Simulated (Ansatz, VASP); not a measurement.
**One calculation of SiC, two programs**

```
Si C
1.0
     2.86439    0.00000    0.00000
    -1.43220    2.48064    0.00000
     0.00000    0.00000    2.55779
Si C
1 1
Cartesian
  0.0000 1.6538 1.2789
  1.4322 0.8269 0.0000
```

Alike in both runs: task relaxation of cell and atoms; functional PBE; k mesh 24 × 24 × 22; occupations gaussian, width 0.1 eV; no spin polarisation.

|  | VASP | Ansatz |
| --- | --- | --- |
| version | VASP 6.6.1 | Ansatz 0.2.0 |
| potentials or method | VASP PAW PBE potentials, release 64 (Si, C), cutoff 600 eV | scalar-relativistic, plane waves, PAW |
| valence electrons in the cell | 8 | 8 |

```tsv
	VASP	Ansatz	Ansatz less VASP
gap on the k mesh at the Fermi level, each at its own relaxed structure (eV)	none	none	-
relaxed volume (Å³/atom)	9.13	9.13	+0.002
relaxed cell length with the largest relative difference (Å)	2.863	2.863	+0.0003
```

A gap of «none» marks a metal or a gap that the smearing closes.
